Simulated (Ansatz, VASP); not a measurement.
**Two plane-wave programs on Mo**

```xyz
1
Lattice="-1.5651 1.5651 1.5651 1.5651 -1.5651 1.5651 1.5651 1.5651 -1.5651" Properties=species:S:1:pos:R:3 pbc="T T T"
Mo    0.0000    0.0000    0.0000
```

Alike in both runs: functional PBEsol; k mesh 20 × 20 × 20; occupations fermi-dirac, width 0.15 eV; no spin polarisation.

Ansatz relaxed the structure, and its values are those at the end. VASP's run is a single point on that final structure, the one shown.

|  | VASP | Ansatz |
| --- | --- | --- |
| version | VASP 6.6.1 | Ansatz 0.2.0 |
| potentials or method | VASP PAW PBE potentials, release 64 (Mo_sv), cutoff 500 eV | scalar-relativistic, plane waves, PAW |
| valence electrons in the cell | 14 | 14 |

```tsv
	VASP	Ansatz	Ansatz less VASP
gap on the k mesh at the Fermi level (eV)	none	none	-
pressure (GPa)	0.6	0.0	-0.58
```

VASP's potentials were made for PBE, not for PBEsol. A gap of «none» marks a metal or a gap that the smearing closes.
